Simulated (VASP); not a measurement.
# Li3Si2N (P-62m) in VASP: notebook, part 2 of 3

VASP 6.6.1.

## Step 4: Relaxation of cell and atoms, PBE

INCAR

```
SYSTEM = Li3Si2N
PREC = Accurate
ENCUT = 600
EDIFF = 1E-6
ISMEAR = 0
SIGMA = 0.1
LREAL = .False.
LASPH = .True.
NELM = 60
ALGO = Normal
ISIF = 3
LWAVE = .False.
LCHARG = .False.
GGA = PE
IBRION = 2
NSW = 90
EDIFFG = -0.04
```

KPOINTS

```
regular mesh
0
Gamma
  6 6 4
  0 0 0
```

POSCAR

```
Li3Si2N
1.0
    4.1574710600      0.0000000000      0.0000000000
   -2.0787355300      3.6004755500      0.0000000000
    0.0000000000      0.0000000000      4.8631907300
Li Si N
3 2 1
Direct
    0.3692242300      0.0000000000      0.5000000000
    0.0000000000      0.3692242300      0.5000000000
    0.6307757700      0.6307757700      0.5000000000
    0.0000000000      0.0000000000      0.7012206100
    0.0000000000      0.0000000000      0.2987793900
    0.0000000000      0.0000000000      0.0000000000
```

Launch:

```console
$ cat potpaw_PBE.64/Li_sv/POTCAR potpaw_PBE.64/Si/POTCAR potpaw_PBE.64/N/POTCAR > POTCAR
$ mpirun -np 1 vasp_std > vasp.out
```

It took 4.3 min on 1 thread of Intel Xeon Platinum 8559C (Emerald Rapids), shared host; peak memory 0.23 GiB.

Results (log left out):

- Free energy: -23.4302 eV
- Relaxed volume: 20.72 Å³/atom
- Relaxed cell: a = 4.949 Å, b = 4.949 Å, c = 5.860 Å, α = 90.00°, β = 90.00°, γ = 120.00°
- Space group after relaxing (to 0.1 Å): P-62m (No. 189)
- Energy gained by relaxing: 1942.2 meV/atom
- Ionic steps: 32
- Pressure after relaxing: 0.0 GPa
- Largest force after relaxing: 0.029 eV/Å

Forces on the atoms (eV/Å):
```
Li   0.029  0.000  0.000
Li  -0.014  0.025  0.000
Li  -0.014 -0.025  0.000
Si   0.000  0.000  0.009
Si   0.000  0.000 -0.009
N    0.000  0.000  0.000
```

The path:
```csv
step,energy change (eV),largest force (eV/Å),pressure (GPa),volume (Å³)
1,0.0000,7.9993,78.52,72.80
2,-7.2015,3.1484,-11.70,151.26
3,-10.6204,3.1524,0.82,110.68
4,-10.6243,3.1054,1.71,109.46
5,-10.6200,3.0661,2.43,108.53
6,-10.9346,4.7944,9.01,115.51
7,-11.2100,0.9321,5.37,112.88
8,-11.4487,0.2246,0.55,123.65
9,-11.4665,0.1100,-1.10,128.31
10,-11.5072,1.1887,-0.18,132.30
11,-11.5132,0.8414,-0.44,131.26
12,-11.5580,0.2784,-0.97,131.93
13,-11.5691,0.3466,-1.48,132.62
14,-11.5706,0.1400,-1.33,132.41
15,-11.5784,0.3312,0.30,129.35
16,-11.5833,0.1635,-0.34,130.50
17,-11.5947,0.1845,-0.20,128.56
18,-11.5969,0.3578,-0.08,127.23
19,-11.6070,0.1839,0.39,125.72
20,-11.6120,0.1657,1.06,123.68
21,-11.6190,0.1485,0.82,123.45
22,-11.6237,0.1497,0.39,122.99
23,-11.6289,0.0998,0.39,123.18
24,-11.6367,0.3127,0.42,123.74
25,-11.6436,0.0705,-0.11,124.62
26,-11.6452,0.1100,-0.48,125.27
27,-11.6493,0.0688,-0.42,125.52
28,-11.6512,0.0262,-0.33,125.83
29,-11.6518,0.0268,-0.20,125.49
30,-11.6523,0.1009,0.05,124.87
31,-11.6527,0.0642,0.04,124.69
32,-11.6530,0.0288,0.03,124.33
```

Final structure:
```yaml
crystal:
  lattice:
    - [4.94948, 0.00000, 0.00000]
    - [-2.47474, 4.28638, 0.00000]
    - [0.00000, 0.00000, 5.86041]
  atoms:
    - { symbol: Li, position: [0.48795, 0.00000, 0.50000] }
    - { symbol: Li, position: [0.00000, 0.48795, 0.50000] }
    - { symbol: Li, position: [0.51205, 0.51205, 0.50000] }
    - { symbol: Si, position: [0.00000, 0.00000, 0.71705] }
    - { symbol: Si, position: [0.00000, 0.00000, 0.28295] }
    - { symbol: N, position: [0.00000, 0.00000, 0.00000] }
```

Levels at points of the mesh, in eV from the Fermi level:
```csv
k point,band 8,band 9,band 10,band 11,band 12,band 13,band 14,band 15
"(0.00, 0.00, 0.00)",-3.09,-1.17,-0.13,-0.13,0.84,1.29,2.01,2.01
"(0.50, 0.00, 0.00)",-3.17,-0.82,-0.29,-0.21,-0.03,0.52,1.47,4.10
"(0.00, 0.00, 0.50)",-2.65,-2.65,-1.47,-1.47,1.33,1.47,3.60,4.12
"(0.50, 0.00, 0.50)",-2.77,-2.60,-2.37,-1.45,0.68,1.51,3.41,3.73
```

Caveat: the cutoff is under 1.25 times the usual one of these potentials, so pressure, stress and relaxed cells hold a basis-set (Pulay) error; the volume moved by over 15 % at a fixed basis, so the end points are rough.

## Step 5: Single point, PBE

This run uses another cell than the first one, of 22.69 Å³/atom.

INCAR

```
PREC = Accurate ; ENCUT = 520
EDIFF = 1E-7 ; ISMEAR = 0
SIGMA = 0.1 ; LREAL = False
LASPH = True ; NELM = 100
ALGO = Normal ; ISIF = 2
LWAVE = False ; LCHARG = True
GGA = PE ; LELF = True
LVHAR = True ; NBANDS = 20
```

KPOINTS

```
regular mesh
0
Gamma
  12 12 6
```

POSCAR

```
Li3Si2N
1.0
    5.1337105981      0.0000000000      0.0000000000
   -2.5668552991      4.4459237936      0.0000000000
    0.0000000000      0.0000000000      5.9635959982
Li Si N
3 2 1
Direct
    0.4720332021      0.0000000000      0.5000000000
    0.0000000000      0.4720332021      0.5000000000
    0.5279667979      0.5279667979      0.5000000000
    0.0000000000      0.0000000000      0.7210774174
    0.0000000000      0.0000000000      0.2789225826
    0.0000000000      0.0000000000      0.0000000000
```

Potentials or basis: VASP PAW PBE potentials, release 64 (Li_sv, Si, N).

Launch:

```console
$ cat potpaw_PBE.64/Li_sv/POTCAR potpaw_PBE.64/Si/POTCAR potpaw_PBE.64/N/POTCAR > POTCAR
$ mpirun -np 1 vasp_std > vasp.out
```

OUTCAR:

```text
PREC = Accurate
   ENCUT = 520
   EDIFF = 1E-7
   ISMEAR = 0
   LREAL = False
   LASPH = True
   NELM = 100
   ISIF = 2
   GGA = PE

 ion  position               nearest neighbor table
   1  0.472  0.000  0.500-   2 2.58   2 2.58   3 2.58   3 2.58   5 2.76   4 2.76
   2  0.000  0.472  0.500-   1 2.58   1 2.58   3 2.58   3 2.58   5 2.76   4 2.76
   3  0.528  0.528  0.500-   1 2.58   2 2.58   1 2.58   2 2.58   4 2.76   5 2.76
   4  0.000  0.000  0.721-   6 1.66   5 2.64   3 2.76   2 2.76   1 2.76
   5  0.000  0.000  0.279-   6 1.66   4 2.64   3 2.76   2 2.76   1 2.76
   6  0.000  0.000  0.000-   4 1.66   5 1.66

  LATTYP: Found a hexagonal cell.
 ALAT       =     5.1337105981
 C/A-ratio  =     1.1616541066

  Lattice vectors:

 A1 = (   5.1337105981,   0.0000000000,   0.0000000000)
 A2 = (  -2.5668552991,   4.4459237936,   0.0000000000)
 A3 = (   0.0000000000,   0.0000000000,   5.9635959982)

Analysis of symmetry for initial positions (statically):
=====================================================================
 Subroutine PRICEL returns:
 Original cell was already a primitive cell.

 Routine SETGRP: Setting up the symmetry group for a
 hexagonal supercell.

 Subroutine GETGRP returns: Found 12 space group operations
 (whereof 12 operations were pure point group operations)
 out of a pool of 24 trial point group operations.

The static configuration has the point symmetry D_3h.

Analysis of symmetry for dynamics (positions and initial velocities):
=====================================================================
 Subroutine PRICEL returns:
 Original cell was already a primitive cell.

 Routine SETGRP: Setting up the symmetry group for a
 hexagonal supercell.

 Subroutine GETGRP returns: Found 12 space group operations
 (whereof 12 operations were pure point group operations)
 out of a pool of 24 trial point group operations.

The dynamic configuration has the point symmetry D_3h.

 Subroutine INISYM returns: Found 12 space group operations
 (whereof 12 operations are pure point group operations),
 and found     1 'primitive' translations

----------------------------------------------------------------------------------------

                                     Primitive cell

  volume of cell :     136.1136

  direct lattice vectors                    reciprocal lattice vectors
     5.133710598  0.000000000  0.000000000     0.194790879  0.112462566  0.000000000
    -2.566855299  4.445923794  0.000000000     0.000000000  0.224925133  0.000000000
     0.000000000  0.000000000  5.963595998     0.000000000  0.000000000  0.167684062

  length of vectors
     5.133710598  5.133710598  5.963595998     0.224925133  0.224925133  0.167684062

  position of ions in fractional coordinates (direct lattice)
     0.472033202  0.000000000  0.500000000
     0.000000000  0.472033202  0.500000000
     0.527966798  0.527966798  0.500000000
     0.000000000  0.000000000  0.721077417
     0.000000000  0.000000000  0.278922583
     0.000000000  0.000000000  0.000000000

  ion indices of the primitive-cell ions
   primitive index   ion index
                 1           1
[... 30 lines left out ...]
 Found     76 irreducible k-points:

 Following reciprocal coordinates:
            Coordinates               Weight
  0.000000  0.000000  0.000000      1.000000
  0.083333  0.000000  0.000000      6.000000
  0.166667  0.000000  0.000000      6.000000
  0.250000  0.000000  0.000000      6.000000
  0.333333  0.000000  0.000000      6.000000
  0.416667  0.000000  0.000000      6.000000
[... 16 lines left out ...]
  0.250000  0.000000  0.166667     12.000000
  0.333333  0.000000  0.166667     12.000000
 [... further k-points ...]
   k-points           NKPTS =     76   k-points in BZ     NKDIM =     76   number of bands    NBANDS=     20
   number of dos      NEDOS =    301   number of ions     NIONS =      6
   total plane-waves  NPLWV =  76800
   dimension x,y,z NGX =    40 NGY =   40 NGZ =   48
   dimension x,y,z NGXF=    80 NGYF=   80 NGZF=   96
   ions per type =               3   2   1
   NGX,Y,Z   is equivalent  to a cutoff of  12.95, 12.95, 13.38 a.u.
   NGXF,Y,Z  is equivalent  to a cutoff of  25.91, 25.91, 26.76 a.u.
 SYSTEM =  unknown system
   PREC   = accura    normal or accurate (medium, high low for compatibility)
   ISTART =      0    job   : 0-new  1-cont  2-samecut
   ICHARG =      2    charge: 1-file 2-atom 10-const
   ISPIN  =      1    spin polarized calculation?
   LNONCOLLINEAR =      F non collinear calculations
   LSORBIT =      F    spin-orbit coupling
   LASPH  =      T    aspherical Exc in radial PAW
   ENCUT  =  520.0 eV  38.22 Ry    6.18 a.u.   9.55  9.55 11.09*2*pi/ulx,y,z
   NELM   =    100;   NELMIN=  2; NELMDL= -5     # of ELM steps
   EDIFF  = 0.1E-06   stopping-criterion for ELM
   LREAL  =      F    real-space projection
   EDIFFG = 0.1E-05   stopping-criterion for IOM
   NSW    =      0    number of steps for IOM
   IBRION =     -1    ionic relax: 0-MD 1-quasi-New 2-CG
   NFREE  =      0    steps in history (QN), initial steepest desc. (CG)
   ISIF   =      2    stress and relaxation
   ISYM   =      2    0-nonsym 1-usesym 2-fastsym
   POTIM  = 0.5000    time-step for ionic-motion
   TEBEG  =    0.0;   TEEND  =   0.0 temperature during run
   PSTRESS=    0.0 pullay stress
   NELECT =      22.0000    total number of electrons
   NUPDOWN=      -1.0000    fix difference up-down
   EMIN   =  10.00;   EMAX   =-10.00  energy-range for DOS
   EFERMI =   0.00;   METHOD = LEGACY
   ISMEAR =     0;   SIGMA  =   0.10  broadening in eV -4-tet -1-fermi 0-gaus
   EFERMI_NEDOS =   21; number of points for ismear=-14 and -15
   IALGO  =     38    algorithm
   IMIX   =      4    mixing-type and parameters
     AMIX     =   0.40;   BMIX     =  1.00
     AMIX_MAG =   1.60;   BMIX_MAG =  1.00
  volume/ion in A,a.u.               =      22.69       153.09
  Fermi-wavevector in a.u.,A,eV,Ry     =   0.891761  1.685184 10.819868  0.795238
  Thomas-Fermi vector in A             =   2.013623
   LORBIT       =      0    0 simple, 1 ext, 2 COOP (PROOUT), +10 PAW based schemes
   GGA     = PE    functional components
   LHFCALC =     F    Hartree Fock is set to
   AEXX    =    0.0000 exact exchange contribution
   IVDW    =     0    specifies the selected vdW correction
   LEPSILON=     F    determine dielectric tensor
   LRPA    =     F    only Hartree local field effects (RPA)
 non-spin polarized calculation
 Gauss-broadening in eV      SIGMA  =   0.10
  energy-cutoff  :      520.00
  volume of cell :      136.11
 maximum number of plane-waves:      3742
 NGX is ok and might be reduce to    40
   NGX = 19   NGY = 19   NGZ = 23

 number of electron      22.0000003 magnetization

 Free energy of the ion-electron system (eV)
  ---------------------------------------------------
  ext. energy  EPLUGINS =         0.00000000
  ---------------------------------------------------
  free energy    TOTEN  =       -23.68329444 eV

  energy without entropy =      -23.67902223  energy(sigma->0) =      -23.68115834

 E-fermi :   1.1796     XC(G=0):  -7.0295

 val. band max:        1.1608620545   @ k =   0.4167   0.0833   0.0000
 cond. band min:       1.1852807804   @ k =   0.4167   0.1667   0.0000
 fundamental gap:      0.0244187259
 Fermi energy:         1.1795963801

 k-point     1 :       0.0000    0.0000    0.0000
  band No.  band energies     occupation
      1     -45.6198      2.00000
      2     -45.5646      2.00000
      3     -45.5646      2.00000
      4     -13.7572      2.00000
      5      -6.8597      2.00000
      6      -5.9276      2.00000
[... 541 lines left out ...]
     19       7.1712      0.00000
     20       7.9771      0.00000

 [... further k-points ...]

------------------------ aborting loop because EDIFF is reached ----------------------------------------

  FORCE on cell =-STRESS in cart. coord.  units (eV):
  Direction    XX          YY          ZZ          XY          YZ          ZX
  --------------------------------------------------------------------------------------
  -------------------------------------------------------------------------------------
  Total       -0.0396954     -0.0396954      0.0095230      0.0000000      0.0000000      0.0000000
  in kB       -0.4672502     -0.4672502      0.1120937      0.0000000      0.0000000      0.0000000
  external PRESSURE =      -0.2741356 kB  Pullay stress =       0.0000000 kB

 VOLUME and BASIS-vectors are now :
 -----------------------------------------------------------------------------
  energy-cutoff  :      520.00
  volume of cell :      136.11
      direct lattice vectors                 reciprocal lattice vectors
     5.133710598  0.000000000  0.000000000     0.194790879  0.112462566  0.000000000
    -2.566855299  4.445923794  0.000000000     0.000000000  0.224925133  0.000000000
     0.000000000  0.000000000  5.963595998     0.000000000  0.000000000  0.167684062

 POSITION                                       TOTAL-FORCE (eV/Angst)
 -----------------------------------------------------------------------------------
      2.42328      0.00000      2.98180         0.000131     -0.000000      0.000000
     -1.21164      2.09862      2.98180        -0.000065      0.000113      0.000000
      1.35521      2.34730      2.98180        -0.000065     -0.000113      0.000000
      0.00000      0.00000      4.30021        -0.000000      0.000000     -0.013782
      0.00000      0.00000      1.66338         0.000000      0.000000      0.013782
      0.00000      0.00000      0.00000        -0.000000     -0.000000      0.000000
 -----------------------------------------------------------------------------------
    total drift:                               -0.000000     -0.000001      0.000000

  FREE ENERGIE OF THE ION-ELECTRON SYSTEM (eV)
  ---------------------------------------------------
  free  energy   TOTEN  =       -23.6832944387 eV

  energy  without entropy=      -23.6790222326  energy(sigma->0) =      -23.68115834
```

Run time: 1.9 min. Hardware: 1 thread of Intel Xeon Platinum 8559C (Emerald Rapids), shared host; peak memory 0.38 GiB.

What came out:

- Free energy: -23.6833 eV
- Largest force: 0.014 eV/Å
- Band gap on the k mesh: zero (bands 11 and 12 overlap by 0.01 eV)

Forces on the atoms (eV/Å):
```
Li   0.000  0.000  0.000
Li   0.000  0.000  0.000
Li   0.000  0.000  0.000
Si   0.000  0.000 -0.014
Si   0.000  0.000  0.014
N    0.000  0.000  0.000
```

Levels at points of the mesh, in eV from the Fermi level:
| k point | band 8 | band 9 | band 10 | band 11 | band 12 | band 13 | band 14 | band 15 |
| --- | --- | --- | --- | --- | --- | --- | --- | --- |
| (0.00, 0.00, 0.00) | -3.10 | -1.21 | -0.04 | -0.04 | 0.67 | 1.29 | 1.79 | 1.79 |
| (0.50, 0.00, 0.00) | -3.18 | -0.89 | -0.51 | -0.11 | -0.05 | 0.52 | 1.34 | 3.94 |
| (0.00, 0.00, 0.50) | -2.74 | -2.74 | -1.32 | -1.32 | 1.16 | 1.33 | 3.21 | 3.82 |
| (0.50, 0.00, 0.50) | -2.84 | -2.58 | -2.48 | -1.35 | 0.62 | 1.47 | 3.19 | 3.59 |

Caveat: the cutoff is under 1.25 times the usual one of these potentials, so pressure, stress and relaxed cells hold a basis-set (Pulay) error.

(Continued in part 3 of 3.)
